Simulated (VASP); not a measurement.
A run of VASP 6.6.1:

Contents of INCAR:

```
ALGO = Normal
EDIFF = 1E-6
ENCUT = 520
GGA = PE
ISIF = 2
ISMEAR = 0
ISPIN = 2
LASPH = T
LCHARG = F
LMAXMIX = 4
LORBIT = 11
LREAL = F
LWAVE = F
MAGMOM = 0 1 1 1 0 0 0
NBANDS = 44
NELM = 150
PREC = Accurate
SIGMA = 0.15
```

Contents of KPOINTS:

```
k-points
0
Gamma
  3 3 3
```

Contents of POSCAR:

```
ScTi3N3
1.0
    4.3018725678      0.0000000000      0.0000000000
    0.0000000000      4.3018725678      0.0000000000
    0.0000000000      0.0000000000      4.3018725678
Sc Ti N
1 3 3
Direct
    0.0000000000      0.0000000000      0.0000000000
    0.5000000000      0.0000000000      0.5000000000
    0.5000000000      0.5000000000      0.0000000000
    0.0000000000      0.5000000000      0.5000000000
    0.5000000000      0.0000000000      0.0000000000
    0.0000000000      0.5000000000      0.0000000000
    0.0000000000      0.0000000000      0.5000000000
```

Potentials or basis: VASP PAW PBE potentials, release 64 (Sc_sv, Ti_sv, N).

Command:

```bash
$ cat potpaw_PBE.64/Sc_sv/POTCAR potpaw_PBE.64/Ti_sv/POTCAR potpaw_PBE.64/N/POTCAR > POTCAR
$ mpirun -np 1 vasp_std > vasp.out
```

Hardware: 1 thread of Intel(R) Xeon(R) Platinum 8259CL CPU @ 2.50GHz (Skylake/Cascade Lake), on a shared host.

**Question.** Estimate the wall time of this run.

**Answer.** It took 42 s on 1 thread of Intel(R) Xeon(R) Platinum 8259CL CPU @ 2.50GHz (Skylake/Cascade Lake) (shared host), peak memory 0.2 GiB. Counts: scf iterations 16, k points 4.
